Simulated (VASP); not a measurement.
Here is a VASP 6.6.1 calculation.

File INCAR:

```
PREC = Accurate
ENCUT = 600
EDIFF = 1E-7
ISMEAR = 0
SIGMA = 0.1
LREAL = False
LASPH = True
NELM = 100
ALGO = Fast
ISIF = 3
LWAVE = False
LCHARG = False
GGA = PE
IBRION = 2
NSW = 100
EDIFFG = -0.01
```

File KPOINTS:

```
regular mesh
0
Gamma
  10 8 6
```

The input POSCAR:

```
HfSnTeS3
1.0
    3.9051594256      0.0000000000      0.0000000000
    0.0000000000      4.7436731263      0.0000000000
    0.0000000000      0.0000000000      8.4372628845
Hf Sn Te S
1 1 1 3
Direct
    0.0000000000      0.0000000000      0.0000000000
    0.5000000000      0.0000000000      0.5000000000
    0.5000000000      0.5000000000      0.0000000000
    0.0000000000      0.0000000000      0.7128817674
    0.0000000000      0.0000000000      0.2871182326
    0.5000000000      0.5000000000      0.5000000000
```

Potentials or basis: VASP PAW PBE potentials, release 64 (Hf_pv, Sn_d, Te, S).

The run is started by

```sh
$ cat potpaw_PBE.64/Hf_pv/POTCAR potpaw_PBE.64/Sn_d/POTCAR potpaw_PBE.64/Te/POTCAR potpaw_PBE.64/S/POTCAR > POTCAR
$ mpirun -np 1 vasp_std > vasp.out
```

Q: What does it give for the band gap on the k mesh?

A: Zero (bands 24 and 25 overlap by 0.63 eV).

Q: What does it give for the relaxed volume?

A: 25.87 Å³/atom.

Q: What does it give for the relaxed cell?

A: a = 3.877 Å, b = 4.740 Å, c = 8.444 Å, α = 90.00°, β = 90.00°, γ = 90.00°.

Forces on the atoms (eV/Å):
```
Hf   0.000  0.000  0.000
Sn   0.000  0.000  0.000
Te   0.000  0.000  0.000
S    0.000  0.000  0.007
S    0.000  0.000 -0.007
S    0.000  0.000  0.000
```

Caveat: spin-orbit coupling is left out, which moves the levels of the heavy elements.
